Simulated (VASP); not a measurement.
# NiO in VASP: a series of runs, part 3 of 3

VASP 6.6.1. The steps go on from the part before.

## (4) Single point, r2SCAN, collinear spin, ferromagnetic start

This run uses another cell than the first one, of 8.01 Å³/atom.

The input, POSCAR:

```
NiO
1.0
    0.0000000000      2.0007526581      2.0007526581
    2.0007526581      0.0000000000      2.0007526581
    2.0007526581      2.0007526581      0.0000000000
Ni O
1 1
Direct
    0.0000000000      0.0000000000      0.0000000000
    0.5000000000      0.5000000000      0.5000000000
```

The input, INCAR.step1:

```
  PREC = Accurate
  ENCUT = 520
  ISMEAR = 0
  SIGMA = 0.02
  LREAL = F
  LASPH = T
  NELM = 150
  ISPIN = 2
  MAGMOM = 1.82 0.32
  LMAXMIX = 4
  NBANDS = 19
  GGA = PE
  ALGO = Normal
  EDIFF = 1E-4
  LWAVE = T
  LCHARG = F
```

The input, INCAR.step2:

```
  PREC = Accurate
  ENCUT = 520
  EDIFF = 1E-6
  ISMEAR = 0
  SIGMA = 0.02
  LREAL = F
  LASPH = T
  NELM = 150
  ALGO = Normal
  ISIF = 2
  LWAVE = F
  LCHARG = F
  ISPIN = 2
  MAGMOM = 1.82 0.32
  LORBIT = 11
  LMAXMIX = 4
  METAGGA = R2SCAN
  LMIXTAU = T
  NBANDS = 19
  ISTART = 1
```

The input, KPOINTS:

```
Automatic mesh
0
Gamma
  16 16 16
```

Potentials or basis: VASP PAW PBE potentials, release 64 (Ni, O).

Command:

```bash
> cat potpaw_PBE.64/Ni/POTCAR potpaw_PBE.64/O/POTCAR > POTCAR
> cp INCAR.step1 INCAR
> mpirun -np 1 vasp_std > vasp.out
> cp INCAR.step2 INCAR
> mpirun -np 1 vasp_std > vasp.out
```

OUTCAR:

```text
PREC = Accurate
   ENCUT = 520
   EDIFF = 1E-6
   ISMEAR = 0
   LREAL = F
   LASPH = T
   NELM = 150
   ISIF = 2
   ISPIN = 2
   LORBIT = 11
   METAGGA = R2SCAN
   ISTART = 1

 ion  position               nearest neighbor table
   1  0.000  0.000  0.000-   2 2.00   2 2.00   2 2.00   2 2.00   2 2.00   2 2.00
   2  0.500  0.500  0.500-   1 2.00   1 2.00   1 2.00   1 2.00   1 2.00   1 2.00

  LATTYP: Found a face centered cubic cell.
 ALAT       =     4.0015053162

  Lattice vectors:

 A1 = (   0.0000000000,   2.0007526581,   2.0007526581)
 A2 = (   2.0007526581,   0.0000000000,   2.0007526581)
 A3 = (   2.0007526581,   2.0007526581,   0.0000000000)

Analysis of symmetry for initial positions (statically):
=====================================================================
 Subroutine PRICEL returns:
 Original cell was already a primitive cell.

 Routine SETGRP: Setting up the symmetry group for a
 face centered cubic supercell.

 Subroutine GETGRP returns: Found 48 space group operations
 (whereof 48 operations were pure point group operations)
 out of a pool of 48 trial point group operations.

The static configuration has the point symmetry O_h .

Analysis of symmetry for dynamics (positions and initial velocities):
=====================================================================
 Subroutine PRICEL returns:
 Original cell was already a primitive cell.

 Routine SETGRP: Setting up the symmetry group for a
 face centered cubic supercell.

 Subroutine GETGRP returns: Found 48 space group operations
 (whereof 48 operations were pure point group operations)
 out of a pool of 48 trial point group operations.

The dynamic configuration has the point symmetry O_h .

Analysis of structural, dynamic, and magnetic symmetry:
=====================================================================
 Subroutine PRICEL returns:
 Original cell was already a primitive cell.

 Routine SETGRP: Setting up the symmetry group for a
 face centered cubic supercell.

 Subroutine GETGRP returns: Found 48 space group operations
 (whereof 48 operations were pure point group operations)
 out of a pool of 48 trial point group operations.

The overall configuration has the point symmetry O_h .

 Subroutine INISYM returns: Found 48 space group operations
 (whereof 48 operations are pure point group operations),
 and found     1 'primitive' translations

----------------------------------------------------------------------------------------

                                     Primitive cell

  volume of cell :      16.0181

  direct lattice vectors                    reciprocal lattice vectors
     0.000000000  2.000752658  2.000752658    -0.249905953  0.249905953  0.249905953
     2.000752658  0.000000000  2.000752658     0.249905953 -0.249905953  0.249905953
     2.000752658  2.000752658  0.000000000     0.249905953  0.249905953 -0.249905953

  length of vectors
     2.829491544  2.829491544  2.829491544     0.432849808  0.432849808  0.432849808

  position of ions in fractional coordinates (direct lattice)
     0.000000000  0.000000000  0.000000000
     0.500000000  0.500000000  0.500000000

  ion indices of the primitive-cell ions
   primitive index   ion index
                 1           1
                 2           2

[... 59 lines left out ...]
   NGX,Y,Z   is equivalent  to a cutoff of  14.10, 14.10, 14.10 a.u.
   NGXF,Y,Z  is equivalent  to a cutoff of  28.20, 28.20, 28.20 a.u.
 SYSTEM =  unknown system
   PREC   = accura    normal or accurate (medium, high low for compatibility)
   ISTART =      1    job   : 0-new  1-cont  2-samecut
   ICHARG =      0    charge: 1-file 2-atom 10-const
   ISPIN  =      2    spin polarized calculation?
   LNONCOLLINEAR =      F non collinear calculations
   LSORBIT =      F    spin-orbit coupling
   LASPH  =      T    aspherical Exc in radial PAW
   ENCUT  =  520.0 eV  38.22 Ry    6.18 a.u.   5.26  5.26  5.26*2*pi/ulx,y,z
   NELM   =    150;   NELMIN=  2; NELMDL=  0     # of ELM steps
   EDIFF  = 0.1E-05   stopping-criterion for ELM
   LREAL  =      F    real-space projection
   EDIFFG = 0.1E-04   stopping-criterion for IOM
   NSW    =      0    number of steps for IOM
   IBRION =     -1    ionic relax: 0-MD 1-quasi-New 2-CG
   NFREE  =      0    steps in history (QN), initial steepest desc. (CG)
   ISIF   =      2    stress and relaxation
   ISYM   =      2    0-nonsym 1-usesym 2-fastsym
   POTIM  = 0.5000    time-step for ionic-motion
   TEBEG  =    0.0;   TEEND  =   0.0 temperature during run
   PSTRESS=    0.0 pullay stress
   NELECT =      16.0000    total number of electrons
   NUPDOWN=      -1.0000    fix difference up-down
   EMIN   =  10.00;   EMAX   =-10.00  energy-range for DOS
   EFERMI =   0.00;   METHOD = LEGACY
   ISMEAR =     0;   SIGMA  =   0.02  broadening in eV -4-tet -1-fermi 0-gaus
   EFERMI_NEDOS =   21; number of points for ismear=-14 and -15
   IALGO  =     38    algorithm
   IMIX   =      4    mixing-type and parameters
     AMIX     =   0.40;   BMIX     =  1.00
     AMIX_MAG =   1.60;   BMIX_MAG =  1.00
  volume/ion in A,a.u.               =       8.01        54.05
  Fermi-wavevector in a.u.,A,eV,Ry     =   1.636483  3.092504 36.437432  2.678076
  Thomas-Fermi vector in A             =   2.727782
   LORBIT       =     11    0 simple, 1 ext, 2 COOP (PROOUT), +10 PAW based schemes
   METAGGA = R2SCAN    functional components
   LHFCALC =     F    Hartree Fock is set to
   AEXX    =    0.0000 exact exchange contribution
   IVDW    =     0    specifies the selected vdW correction
   LEPSILON=     F    determine dielectric tensor
   LRPA    =     F    only Hartree local field effects (RPA)
 spin polarized calculation
 Gauss-broadening in eV      SIGMA  =   0.02
  energy-cutoff  :      520.00
  volume of cell :       16.02
 maximum number of plane-waves:       445
 NGX is ok and might be reduce to    24

 number of electron      16.0000008 magnetization       2.0001103

 Free energy of the ion-electron system (eV)
  ---------------------------------------------------
  ext. energy  EPLUGINS =         0.00000000
  ---------------------------------------------------
  free energy    TOTEN  =       -19.84562050 eV

  energy without entropy =      -19.84562050  energy(sigma->0) =      -19.84562050

 E-fermi :   9.9184     XC(G=0): -14.2556

 val. band max:        9.8035421600   @ k =   0.5000   0.0000   0.0000
 cond. band min:       9.9925761900   @ k =   0.0000   0.0000   0.0000
 fundamental gap:      0.1890340300
 Fermi energy:         9.9184117427

 spin component 1

 k-point     1 :       0.0000    0.0000    0.0000
  band No.  band energies     occupation
      1     -12.9058      1.00000
      2       5.3501      1.00000
      3       5.3504      1.00000
      4       6.1309      1.00000
      5       6.1310      1.00000
      6       6.1310      1.00000
[... 517 lines left out ...]
     18      39.4124      0.00000
     19      40.9808      0.00000

 [... further k-points ...]

 spin component 2

 k-point     1 :       0.0000    0.0000    0.0000
  band No.  band energies     occupation
      1     -12.3572      1.00000
      2       6.8816      1.00000
      3       6.8816      1.00000
      4       6.8816      1.00000
      5       7.0052      1.00000
      6       7.0055      1.00000
[... 517 lines left out ...]
     18      40.4455      0.00000
     19      42.0019      0.00000

 [... further k-points ...]
[... 5 lines left out ...]
  --------------------------------------------------------------------------------------
  -------------------------------------------------------------------------------------
  Total        4.0253468      4.0253468      4.0253468      0.0000000      0.0000000      0.0000000
  in kB      402.6277256    402.6277256    402.6277256      0.0000000      0.0000000      0.0000000
  external PRESSURE =     402.6277256 kB  Pullay stress =       0.0000000 kB

 VOLUME and BASIS-vectors are now :
 -----------------------------------------------------------------------------
  energy-cutoff  :      520.00
  volume of cell :       16.02
      direct lattice vectors                 reciprocal lattice vectors
     0.000000000  2.000752658  2.000752658    -0.249905953  0.249905953  0.249905953
     2.000752658  0.000000000  2.000752658     0.249905953 -0.249905953  0.249905953
     2.000752658  2.000752658  0.000000000     0.249905953  0.249905953 -0.249905953

 POSITION                                       TOTAL-FORCE (eV/Angst)
 -----------------------------------------------------------------------------------
      0.00000      0.00000      0.00000        -0.000000      0.000000     -0.000000
      2.00075      2.00075      2.00075         0.000000     -0.000000      0.000000
 -----------------------------------------------------------------------------------
    total drift:                                0.000000     -0.000000     -0.000000

  FREE ENERGIE OF THE ION-ELECTRON SYSTEM (eV)
  ---------------------------------------------------
  free  energy   TOTEN  =       -19.8456204962 eV

  energy  without entropy=      -19.8456204962  energy(sigma->0) =      -19.84562050

 total charge

# of ion       s       p       d       tot
------------------------------------------
    1        0.386   0.537   8.282   9.205
    2        1.557   3.577   0.000   5.134
--------------------------------------------------
tot          1.943   4.114   8.282  14.339

 magnetization (x)

# of ion       s       p       d       tot
------------------------------------------
    1        0.013   0.015   1.649   1.677
    2        0.033   0.259   0.000   0.292
--------------------------------------------------
tot          0.046   0.274   1.649   1.969
```

Wall time 4.7 min (1 thread of AMD EPYC 9R45 (Zen 5), shared host); peak memory 0.18 GiB.

What came out:

* Free energy: -19.8456 eV
* Pressure: 40.3 GPa
* Band gap on the k mesh: 0.19 eV (least direct gap 1.47 eV)
* Net moment: 2.00 μB per cell
* Site moments: Ni +1.68; O +0.29 μB
* Valence electrons inside the program's atomic spheres: Ni 9.21; O 5.13

Levels at points of the mesh, in eV from the valence-band top:
Spin up:
```tsv
k point	band 7	band 8	band 9	band 10	band 11	band 12
(0.00, 0.00, 0.00)	-3.67	-3.67	-3.67	2.77	19.02	20.43
(0.50, 0.00, 0.00)	-2.10	0.00	0.00	6.39	12.05	15.49
(0.50, 0.50, 0.00)	-3.20	-2.47	-2.47	7.45	12.33	13.07
```
Spin down:
```
           k point  band 5  band 6  band 7  band 8  band 9  band 10
(0.00, 0.00, 0.00)   -2.80   -2.80   -2.80    0.19    0.19     3.37
(0.50, 0.00, 0.00)   -1.62   -1.62   -1.14    3.60    3.60     6.70
(0.50, 0.50, 0.00)   -3.95   -1.49   -1.49    0.78    1.65     8.10
```

Caveat: the cell stands under pressure; semilocal functionals underestimate gaps, and a narrow one can read as zero; the PAW data sets were made with another functional, which shifts forces and pressure a little; a cell with one magnetic atom can't hold antiferromagnetic order, which such compounds often take. A k mesh can miss the band edges.

## (5) Single point, r2SCAN, collinear spin, ferromagnetic start

This run uses another cell than the first one: it holds 4 atoms, not 2.

The input, POSCAR:

```
NiO
1.0
    2.0671876208      2.0671876208      0.0000000000
   -2.0671876208      2.0671876208      0.0000000000
    0.0000000000      0.0000000000      4.4399128137
Ni O
2 2
Direct
    0.0000000000      0.0000000000      0.0000000000
    0.5000000000      0.5000000000      0.5000000000
    0.5000000000      0.5000000000      0.0000000000
    0.0000000000      0.0000000000      0.5000000000
```

The input, INCAR.step1:

```
PREC     = Accurate       # precision mode
ENCUT    = 520            # plane-wave cutoff, eV
ISMEAR   = 0              # smearing method
SIGMA    = 0.02           # smearing width, eV
LREAL    = F              # projectors in reciprocal space
LASPH    = T              # aspherical terms in the spheres
NELM     = 150            # most SCF steps
ISPIN    = 2              # spin polarisation
MAGMOM   = 1.83 1.83 0.31 0.31 # initial moments
LMAXMIX  = 4              # l up to which the mixer works
NBANDS   = 28             # bands
GGA      = PE             # functional
ALGO     = Normal         # electronic algorithm
EDIFF    = 1E-4           # SCF threshold, eV
LWAVE    = T              # write WAVECAR
LCHARG   = F              # write CHGCAR
```

The input, INCAR.step2:

```
PREC     = Accurate       # precision mode
ENCUT    = 520            # plane-wave cutoff, eV
EDIFF    = 1E-7           # SCF threshold, eV
ISMEAR   = 0              # smearing method
SIGMA    = 0.02           # smearing width, eV
LREAL    = F              # projectors in reciprocal space
LASPH    = T              # aspherical terms in the spheres
NELM     = 150            # most SCF steps
ALGO     = Normal         # electronic algorithm
ISIF     = 2              # what is computed and relaxed
LWAVE    = F              # write WAVECAR
LCHARG   = F              # write CHGCAR
ISPIN    = 2              # spin polarisation
MAGMOM   = 1.83 1.83 0.31 0.31 # initial moments
LORBIT   = 11             # projections on sites
LMAXMIX  = 4              # l up to which the mixer works
METAGGA  = R2SCAN         # meta-GGA
LMIXTAU  = T            
NBANDS   = 28             # bands
ISTART   = 1
```

The input, KPOINTS:

```
Automatic mesh
0
Gamma
  10 10 8
```

Command:

```bash
> cat potpaw_PBE.64/Ni/POTCAR potpaw_PBE.64/O/POTCAR > POTCAR
> cp INCAR.step1 INCAR
> mpirun -np 1 vasp_std > vasp.out
> cp INCAR.step2 INCAR
> mpirun -np 1 vasp_std > vasp.out
```

It took 9.1 min on 1 thread of AMD EPYC 9R45 (Zen 5), shared host; peak memory 0.26 GiB.

Results (log left out):

```yaml
Free_energy: -40.1174 eV
Pressure: -4.7 GPa
Band_gap_on_the_k_mesh: 0.29 eV
Net_moment: 4.00 μB per cell
Site_moments: Ni +1.70; O +0.27 μB
Valence_electrons_inside_the_program's_atomic_spheres: Ni 8.88; O 5.03
```

Stress tensor (GPa, compression positive):
```
  0.04   0.00   0.00
  0.00   0.04   0.00
  0.00   0.00 -14.12
```

Levels at points of the mesh, in eV from the valence-band top:
Spin up:
```tsv
k point	band 15	band 16	band 17	band 18	band 19	band 20	band 21	band 22
(0.00, 0.00, 0.00)	-2.94	-2.74	-2.43	-2.43	1.79	6.42	10.45	13.05
(0.50, 0.00, 0.00)	-1.77	-1.77	-0.09	-0.09	7.56	7.56	10.71	10.71
(0.50, 0.50, 0.00)	-2.49	-2.49	-2.29	-2.29	6.37	6.37	11.47	11.47
(0.00, 0.00, 0.50)	-2.28	-2.28	-2.28	-2.28	5.25	5.25	12.49	12.49
(0.50, 0.00, 0.50)	-0.52	-0.52	0.00	0.00	6.00	6.00	10.33	10.33
(0.50, 0.50, 0.50)	-2.29	-2.29	-2.15	-2.15	8.36	8.36	11.41	11.41
```
Spin down:
```csv
k point,band 11,band 12,band 13,band 14,band 15,band 16,band 17,band 18
"(0.00, 0.00, 0.00)",-2.28,-2.04,-1.47,-1.47,0.29,0.66,0.98,1.37
"(0.50, 0.00, 0.00)",-1.24,-1.24,-0.86,-0.86,1.09,1.09,3.50,3.50
"(0.50, 0.50, 0.00)",-1.53,-1.53,-1.32,-1.32,0.94,0.94,1.58,1.58
"(0.00, 0.00, 0.50)",-1.39,-1.39,-1.39,-1.39,0.82,0.82,1.57,1.57
"(0.50, 0.00, 0.50)",-1.29,-1.29,-1.07,-1.07,2.81,2.81,3.52,3.52
"(0.50, 0.50, 0.50)",-1.83,-1.83,-1.32,-1.32,1.54,1.54,1.86,1.86
```

Caveat: the stress differs along the axes, from -14 to 0 GPa; semilocal functionals underestimate gaps, and a narrow one can read as zero; the PAW data sets were made with another functional, which shifts forces and pressure a little.

## (6) Summary

| cell | k mesh | gap on the mesh (eV) | pressure (GPa) | moment (μB) |
| --- | --- | --- | --- | --- |
| a = 2.953 Å, angles 60.0°, 2 atoms, atomic positions A | 12 × 12 × 12 | 0.71 | 2.1 | 2.00 |
| a = 2.971 Å, angles 60.0°, 2 atoms, atomic positions A | 12 × 12 × 12 | 0.77 | -1.9 | 2.00 |
| a = 2.829 Å, angles 60.0°, 2 atoms, atomic positions A | 16 × 16 × 16 | 0.19 | 40.3 | 2.00 |
| a = 2.923, b = 2.923, c = 4.440 Å, 4 atoms, atomic positions B | 10 × 10 × 8 | 0.29 | -4.7 | 4.00 |

Alike in all rows: task single point; level r2SCAN; potentials or basis VASP PAW PBE potentials, release 64 (Ni, O); spin collinear, ferromagnetic start; cutoff (eV) 520; smearing gaussian 0.02 eV.

Caveats: semilocal functionals underestimate gaps, and a narrow one can read as zero; the PAW data sets were made with another functional, which shifts forces and pressure a little; a cell with one magnetic atom can't hold antiferromagnetic order, which such compounds often take (at least some runs); the cell stands under pressure (at least some runs); the stress differs along the axes, from -14 to 0 GPa (at least some runs).

Total energies depend on the potentials used, so only differences within one code and one set of settings carry meaning.
